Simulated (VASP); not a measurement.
Ti: single point with PBEsol

Ti:

```
CELL_PARAMETERS angstrom
4.43360 0.00000 0.00000
-2.21680 3.83961 0.00000
0.00000 0.00000 2.93260
ATOMIC_POSITIONS crystal
Ti 0.00000 0.00000 0.00000
Ti 0.33333 0.66667 0.50000
Ti 0.66667 0.33333 0.50000
```

This isn't the form of Ti at room conditions, which is hcp.

```json
{
  "Program": "VASP 6.6.1",
  "Task": "single point",
  "Functional": "PBEsol",
  "Potentials or basis": "VASP PAW PBE potentials, release 64 (Ti_sv)",
  "Cutoff": "520 eV",
  "k mesh": "12 × 12 × 14",
  "Occupations": "gaussian, width 0.15 eV",
  "Spin": "no spin polarisation"
}
```

* Pressure: -1.6 GPa
* Band gap on the k mesh: zero (bands 18 and 19 overlap by 0.52 eV)

Stress tensor (GPa, compression positive):
```
 2.20  0.00  0.00
 0.00  2.20  0.00
 0.00  0.00 -9.25
```

Levels at points of the mesh, in eV from the Fermi level:
```tsv
k point	band 15	band 16	band 17	band 18	band 19	band 20	band 21	band 22
(0.00, 0.00, 0.00)	-0.65	-0.65	-0.54	-0.54	0.32	1.04	1.36	1.36
(0.50, 0.00, 0.00)	-2.71	-0.48	-0.29	-0.28	0.17	0.50	0.83	1.52
(0.00, 0.00, 0.50)	-2.20	-2.08	-1.72	-1.72	1.19	1.19	1.30	1.30
(0.50, 0.00, 0.50)	-1.70	-1.25	-0.98	-0.77	0.38	0.70	0.84	1.02
```

Run time: 6.6 min on 1 thread of Intel(R) Xeon(R) Platinum 8488C (Sapphire Rapids) (shared host), peak memory 0.27 GiB.

Caveat: the PAW data sets were made with another functional, which shifts forces and pressure a little.
